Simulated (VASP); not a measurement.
# Si2B5 (P6/mmm) in VASP: a series of runs

The runs below take Si2B5 through single point, relaxation of cell and atoms, with PBE.

Program: VASP 6.6.1. These are calculated values, not measurements. Logs are shortened: lines on timing, memory, paths and dates and some standing lists are left out, and cuts for length are marked.

## (1) The cell of the first run

Symmetry: P6/mmm, No. 191, hexagonal system. The conventional cell has a = 3.432 Å, b = 3.432 Å, c = 8.460 Å, α = 90.00°, β = 90.00°, γ = 120.00°. Si (site symmetry 6mm) has 7 B at 1.89 to 2.33 Å within 2.5 Å. Within 2.4 Å of B (site symmetry mmm) lie 4 B at 1.72 Å and 4 Si at 2.33 Å. Within 2.1 Å of B (site symmetry 6mm) lie 1 B at 1.55 Å and 1 Si at 1.89 Å.

The cell was generated, and may not be a known phase.

## (2) Single point, PBE

Input file INCAR:

```
ALGO = Normal
EDIFF = 1E-6
ENCUT = 520
GGA = PE
ISIF = 2
ISMEAR = 0
LASPH = T
LCHARG = F
LREAL = F
LWAVE = F
NBANDS = 20
NELM = 60
PREC = Accurate
SIGMA = 0.1
```

Input file KPOINTS:

```
k-points
0
Gamma
  6 6 4
```

Input file POSCAR:

```
Si2B5
1.0
    3.4321370942     -0.0000000030      0.0000000000
   -1.7160685446      2.9723179144      0.0000000000
    0.0000000000      0.0000000000      8.4596106364
Si B
2 5
Direct
    0.0000000000      0.0000000000      0.3144395293
    0.0000000000      0.0000000000      0.6855604707
    0.5000000000      0.0000000000      0.5000000000
    0.0000000000      0.5000000000      0.5000000000
    0.5000000000      0.5000000000      0.5000000000
    0.0000000000      0.0000000000      0.9084459706
    0.0000000000      0.0000000000      0.0915540294
```

Potentials or basis: VASP PAW PBE potentials, release 64 (Si, B).

Command:

```
> cat potpaw_PBE.64/Si/POTCAR potpaw_PBE.64/B/POTCAR > POTCAR
> mpirun -np 1 vasp_std > vasp.out
```

OUTCAR:

```text
EDIFF = 1E-6
   ENCUT = 520
   GGA = PE
   ISIF = 2
   ISMEAR = 0
   LASPH = T
   LREAL = F
   NELM = 60
   PREC = Accurate

 ion  position               nearest neighbor table
   1  0.000  0.000  0.314-   7 1.89   5 2.33   5 2.33   3 2.33   3 2.33   4 2.33   4 2.33   2 3.14

   2  0.000  0.000  0.686-   6 1.89   5 2.33   5 2.33   3 2.33   3 2.33   4 2.33   4 2.33   1 3.14

   3  0.500  0.000  0.500-   4 1.72   4 1.72   5 1.72   5 1.72   1 2.33   1 2.33   2 2.33   2 2.33

   4  0.000  0.500  0.500-   3 1.72   3 1.72   5 1.72   5 1.72   1 2.33   2 2.33   1 2.33   2 2.33

   5  0.500  0.500  0.500-   4 1.72   4 1.72   3 1.72   3 1.72   1 2.33   2 2.33   1 2.33   2 2.33

   6  0.000  0.000  0.908-   7 1.55   2 1.89
   7  0.000  0.000  0.092-   6 1.55   1 1.89

  LATTYP: Found a hexagonal cell.
 ALAT       =     3.4321370942
 C/A-ratio  =     2.4648230546

  Lattice vectors:

 A1 = (   3.4321370942,  -0.0000000030,   0.0000000000)
 A2 = (  -1.7160685446,   2.9723179144,   0.0000000000)
 A3 = (   0.0000000000,   0.0000000000,   8.4596106364)

Analysis of symmetry for initial positions (statically):
=====================================================================
 Subroutine PRICEL returns:
 Original cell was already a primitive cell.

 Routine SETGRP: Setting up the symmetry group for a
 hexagonal supercell.

 Subroutine GETGRP returns: Found 24 space group operations
 (whereof 24 operations were pure point group operations)
 out of a pool of 24 trial point group operations.

The static configuration has the point symmetry D_6h.

Analysis of symmetry for dynamics (positions and initial velocities):
=====================================================================
 Subroutine PRICEL returns:
 Original cell was already a primitive cell.

 Routine SETGRP: Setting up the symmetry group for a
 hexagonal supercell.

 Subroutine GETGRP returns: Found 24 space group operations
 (whereof 24 operations were pure point group operations)
 out of a pool of 24 trial point group operations.

The dynamic configuration has the point symmetry D_6h.

 Subroutine INISYM returns: Found 24 space group operations
 (whereof 24 operations are pure point group operations),
 and found     1 'primitive' translations

----------------------------------------------------------------------------------------

                                     Primitive cell

  volume of cell :      86.2999

  direct lattice vectors                    reciprocal lattice vectors
     3.432137094 -0.000000003  0.000000000     0.291363653  0.168218883  0.000000000
    -1.716068545  2.972317914  0.000000000     0.000000000  0.336437767  0.000000000
     0.000000000  0.000000000  8.459610636     0.000000000  0.000000000  0.118208750

  length of vectors
     3.432137094  3.432137094  8.459610636     0.336437767  0.336437767  0.118208750

  position of ions in fractional coordinates (direct lattice)
     0.000000000  0.000000000  0.314439529
     0.000000000  0.000000000  0.685560471
     0.500000000  0.000000000  0.500000000
     1.000000000  0.500000000  0.500000000
     0.500000000  0.500000000  0.500000000
     0.000000000  0.000000000  0.908445971
     0.000000000  0.000000000  0.091554029

  ion indices of the primitive-cell ions
   primitive index   ion index
                 1           1
                 2           2
                 3           3
                 4           4
                 5           5
                 6           6
                 7           7

----------------------------------------------------------------------------------------

 KPOINTS: k-points

Automatic generation of k-mesh.
 Grid dimensions read from file:
 generate k-points for:    6    6    4

 Generating k-lattice:

  Cartesian coordinates                     Fractional coordinates (reciprocal lattice)
     0.048560609  0.028036481  0.000000000     0.166666667  0.000000000  0.000000000
     0.000000000  0.056072961  0.000000000     0.000000000  0.166666667  0.000000000
     0.000000000  0.000000000  0.029552188     0.000000000  0.000000000  0.250000000

  Length of vectors
     0.056072961  0.056072961  0.029552188

  Shift w.r.t. Gamma in fractional coordinates (k-lattice)
     0.000000000  0.000000000  0.000000000

 Subroutine IBZKPT returns following result:
 ===========================================

 Found     21 irreducible k-points:

 Following reciprocal coordinates:
            Coordinates               Weight
  0.000000  0.000000  0.000000      1.000000
  0.166667 -0.000000  0.000000      6.000000
  0.333333  0.000000  0.000000      6.000000
  0.500000  0.000000  0.000000      3.000000
  0.166667  0.166667  0.000000      6.000000
  0.333333  0.166667  0.000000     12.000000
[... 13 lines left out ...]
  0.333333  0.166667  0.500000     12.000000
  0.333333  0.333333  0.500000      2.000000
   k-points           NKPTS =     21   k-points in BZ     NKDIM =     21   number of bands    NBANDS=     20
   number of dos      NEDOS =    301   number of ions     NIONS =      7
   total plane-waves  NPLWV =  50176
   dimension x,y,z NGX =    28 NGY =   28 NGZ =   64
   dimension x,y,z NGXF=    56 NGYF=   56 NGZF=  128
   ions per type =               2   5
   NGX,Y,Z   is equivalent  to a cutoff of  13.56, 13.56, 12.58 a.u.
   NGXF,Y,Z  is equivalent  to a cutoff of  27.13, 27.13, 25.15 a.u.
 SYSTEM =  unknown system
   PREC   = accura    normal or accurate (medium, high low for compatibility)
   ISTART =      0    job   : 0-new  1-cont  2-samecut
   ICHARG =      2    charge: 1-file 2-atom 10-const
   ISPIN  =      1    spin polarized calculation?
   LNONCOLLINEAR =      F non collinear calculations
   LSORBIT =      F    spin-orbit coupling
   LASPH  =      T    aspherical Exc in radial PAW
   ENCUT  =  520.0 eV  38.22 Ry    6.18 a.u.   6.38  6.38 15.73*2*pi/ulx,y,z
   NELM   =     60;   NELMIN=  2; NELMDL= -5     # of ELM steps
   EDIFF  = 0.1E-05   stopping-criterion for ELM
   LREAL  =      F    real-space projection
   EDIFFG = 0.1E-04   stopping-criterion for IOM
   NSW    =      0    number of steps for IOM
   IBRION =     -1    ionic relax: 0-MD 1-quasi-New 2-CG
   NFREE  =      0    steps in history (QN), initial steepest desc. (CG)
   ISIF   =      2    stress and relaxation
   ISYM   =      2    0-nonsym 1-usesym 2-fastsym
   POTIM  = 0.5000    time-step for ionic-motion
   TEBEG  =    0.0;   TEEND  =   0.0 temperature during run
   PSTRESS=    0.0 pullay stress
   NELECT =      23.0000    total number of electrons
   NUPDOWN=      -1.0000    fix difference up-down
   EMIN   =  10.00;   EMAX   =-10.00  energy-range for DOS
   EFERMI =   0.00;   METHOD = LEGACY
   ISMEAR =     0;   SIGMA  =   0.10  broadening in eV -4-tet -1-fermi 0-gaus
   EFERMI_NEDOS =   21; number of points for ismear=-14 and -15
   IALGO  =     38    algorithm
   IMIX   =      4    mixing-type and parameters
     AMIX     =   0.40;   BMIX     =  1.00
     AMIX_MAG =   1.60;   BMIX_MAG =  1.00
  volume/ion in A,a.u.               =      12.33        83.20
  Fermi-wavevector in a.u.,A,eV,Ry     =   1.053531  1.990885 15.101484  1.109928
  Thomas-Fermi vector in A             =   2.188656
   LORBIT       =      0    0 simple, 1 ext, 2 COOP (PROOUT), +10 PAW based schemes
   GGA     = PE    functional components
   LHFCALC =     F    Hartree Fock is set to
   AEXX    =    0.0000 exact exchange contribution
   IVDW    =     0    specifies the selected vdW correction
   LEPSILON=     F    determine dielectric tensor
   LRPA    =     F    only Hartree local field effects (RPA)
 non-spin polarized calculation
 Gauss-broadening in eV      SIGMA  =   0.10
  energy-cutoff  :      520.00
  volume of cell :       86.30
 maximum number of plane-waves:      2357
 NGX is ok and might be reduce to    28
   NGX = 13   NGY = 13   NGZ = 31

 number of electron      23.0000001 magnetization

 Free energy of the ion-electron system (eV)
  ---------------------------------------------------
  ext. energy  EPLUGINS =         0.00000000
  ---------------------------------------------------
  free energy    TOTEN  =       -37.12826749 eV

  energy without entropy =      -37.11589271  energy(sigma->0) =      -37.12208010

 E-fermi :   5.1924     XC(G=0):  -9.9852

 val. band max:        5.1578342410   @ k =   0.0000   0.0000   0.2500
 cond. band min:       5.2490996796   @ k =   0.3333   0.1667   0.5000
 fundamental gap:      0.0912654386
 Fermi energy:         5.1923887764

 k-point     1 :       0.0000    0.0000    0.0000
  band No.  band energies     occupation
      1     -11.3764      2.00000
      2      -6.1847      2.00000
      3      -4.4786      2.00000
      4      -3.1531      2.00000
      5      -1.2220      2.00000
      6      -0.8223      2.00000
[... 12 lines left out ...]
     19       9.0206      0.00000
     20      11.7471      0.00000

 k-point     2 :       0.1667   -0.0000    0.0000
  band No.  band energies     occupation
      1     -11.0087      2.00000
      2      -5.7638      2.00000
      3      -4.2114      2.00000
      4      -3.7372      2.00000
      5      -1.5547      2.00000
      6      -0.9797      2.00000
[... 12 lines left out ...]
     19       9.8166      0.00000
     20      10.8847      0.00000
[... 396 lines left out ...]
      3      -4.7445      2.00000
      4      -3.8465      2.00000
      5      -1.7915      2.00000
      6      -1.5403      2.00000
[... 12 lines left out ...]
     19      10.5751      0.00000
     20      11.7778      0.00000

 k-point    21 :       0.3333    0.3333    0.5000
  band No.  band energies     occupation
      1      -7.1190      2.00000
      2      -7.1190      2.00000
      3      -6.9932      2.00000
      4      -3.2666      2.00000
      5      -1.2760      2.00000
      6      -0.8390      2.00000
[... 12 lines left out ...]
     19      10.9409      0.00000
     20      10.9409      0.00000

------------------------ aborting loop because EDIFF is reached ----------------------------------------

  FORCE on cell =-STRESS in cart. coord.  units (eV):
  Direction    XX          YY          ZZ          XY          YZ          ZX
  --------------------------------------------------------------------------------------
  -------------------------------------------------------------------------------------
  Total       -0.0640098     -0.0640098     -0.0653773      0.0000000     -0.0000000      0.0000000
  in kB       -1.1883568     -1.1883568     -1.2137449      0.0000000     -0.0000000      0.0000000
  external PRESSURE =      -1.1968195 kB  Pullay stress =       0.0000000 kB

 VOLUME and BASIS-vectors are now :
 -----------------------------------------------------------------------------
  energy-cutoff  :      520.00
  volume of cell :       86.30
      direct lattice vectors                 reciprocal lattice vectors
     3.432137094 -0.000000003  0.000000000     0.291363653  0.168218883  0.000000000
    -1.716068545  2.972317914  0.000000000     0.000000000  0.336437767  0.000000000
     0.000000000  0.000000000  8.459610636     0.000000000  0.000000000  0.118208750

 POSITION                                       TOTAL-FORCE (eV/Angst)
 -----------------------------------------------------------------------------------
      0.00000      0.00000      2.66004        -0.000000     -0.000000     -0.012349
      0.00000      0.00000      5.79957        -0.000000      0.000000      0.012349
      1.71607     -0.00000      4.22981        -0.000000     -0.000000      0.000000
     -0.85803      1.48616      4.22981        -0.000000     -0.000000      0.000000
      0.85803      1.48616      4.22981        -0.000000     -0.000000      0.000000
      0.00000      0.00000      7.68510        -0.000000      0.000000     -0.042503
      0.00000      0.00000      0.77451         0.000000      0.000000      0.042503
 -----------------------------------------------------------------------------------
    total drift:                               -0.000000     -0.000000      0.000000

  FREE ENERGIE OF THE ION-ELECTRON SYSTEM (eV)
  ---------------------------------------------------
  free  energy   TOTEN  =       -37.1282674933 eV

  energy  without entropy=      -37.1158927111  energy(sigma->0) =      -37.12208010
```

Run time: 28 s. Hardware: 1 thread of Intel Xeon Platinum 8375C at 2.90GHz (Ice Lake), shared host; peak memory 0.21 GiB.

Results:

- Free energy: -37.1283 eV
- Pressure: -0.1 GPa
- Largest force: 0.043 eV/Å
- Band gap on the k mesh: zero (an odd number of electrons rules out a gap without spin polarisation)

Forces on the atoms (eV/Å):
```
Si   0.000  0.000 -0.012
Si   0.000  0.000  0.012
B    0.000  0.000  0.000
B    0.000  0.000  0.000
B    0.000  0.000  0.000
B    0.000  0.000 -0.043
B    0.000  0.000  0.043
```

Levels at points of the mesh, in eV from the Fermi level:
```
           k point  band 8  band 9  band 10  band 11  band 12  band 13  band 14  band 15  band 16  band 17
(0.00, 0.00, 0.00)   -5.19    0.35     0.99     0.99     1.23     1.23     2.20     2.47     2.47     3.56
(0.50, 0.00, 0.00)   -4.76   -4.11    -3.26    -0.44     0.32     0.35     0.82     2.53     2.99     4.40
(0.00, 0.00, 0.50)   -4.50   -0.44     0.99     0.99     0.99     0.99     1.97     3.56     3.56     3.88
(0.50, 0.00, 0.50)   -5.93   -3.07    -2.49    -1.78    -0.77     1.24     2.36     2.66     2.77     4.00
```

Caveat: an odd number of electrons without spin polarisation forces a metal; a magnetic or distorted state may lie lower.

## (3) Single point, PBE

Input file INCAR:

```
SYSTEM = Si2B5
PREC = Accurate
ENCUT = 520
EDIFF = 1E-6
ISMEAR = 0
SIGMA = 0.1
LREAL = .False.
LASPH = .True.
NELM = 60
ALGO = Normal
ISIF = 2
LWAVE = .False.
LCHARG = .False.
GGA = PE
NBANDS = 20
```

Input file KPOINTS:

```
Automatic mesh
0
Gamma
  12 12 6
  0 0 0
```

Input file POSCAR:

```
Si2B5
1.0
    3.4243349175      0.0000000000      0.0000000000
   -1.7121674588      2.9655610296      0.0000000000
    0.0000000000      0.0000000000      8.4862869998
Si B
2 5
Direct
    0.0000000000      0.0000000000      0.3140530050
    0.0000000000      0.0000000000      0.6859469950
    0.5000000000      0.0000000000      0.5000000000
    0.0000000000      0.5000000000      0.5000000000
    0.5000000000      0.5000000000      0.5000000000
    0.0000000000      0.0000000000      0.9084628413
    0.0000000000      0.0000000000      0.0915371587
```

Potentials or basis: VASP PAW PBE potentials, release 64 (Si, B).

Command:

```
> cat potpaw_PBE.64/Si/POTCAR potpaw_PBE.64/B/POTCAR > POTCAR
> mpirun -np 1 vasp_std > vasp.out
```

It took 92 s on 1 thread of Intel Xeon Platinum 8375C at 2.90GHz (Ice Lake), shared host; peak memory 0.27 GiB.

Results (log left out):

```
Free energy            : -37.1185 eV
Pressure               : -0.1 GPa
Largest force          : 0.011 eV/Å
Band gap on the k mesh : zero (an odd number of electrons rules out a gap without spin polarisation)
```

Forces in eV/Å, atoms in the order of the input:
```
Si   0.000  0.000  0.011
Si   0.000  0.000 -0.011
B    0.000  0.000  0.000
B    0.000  0.000  0.000
B    0.000  0.000  0.000
B    0.000  0.000  0.003
B    0.000  0.000 -0.003
```

Stress tensor (GPa, compression positive):
```
-0.05  0.00  0.00
 0.00 -0.05  0.00
 0.00  0.00 -0.17
```

Levels at points of the mesh, in eV from the Fermi level:
```tsv
k point	band 9	band 10	band 11	band 12	band 13	band 14	band 15	band 16
(0.00, 0.00, 0.00)	0.33	1.09	1.09	1.23	1.23	2.24	2.50	2.50
(0.50, 0.00, 0.00)	-4.13	-3.30	-0.40	0.29	0.31	0.76	2.55	2.92
(0.00, 0.00, 0.50)	-0.50	1.00	1.00	1.09	1.09	2.04	3.62	3.62
(0.50, 0.00, 0.50)	-3.09	-2.54	-1.83	-0.74	1.23	2.29	2.69	2.76
```

Caveat: an odd number of electrons without spin polarisation forces a metal; a magnetic or distorted state may lie lower.

(Part 1 of 2 ends here.)

The gap in the log of VASP goes by the Fermi energy; the results here count the filled bands.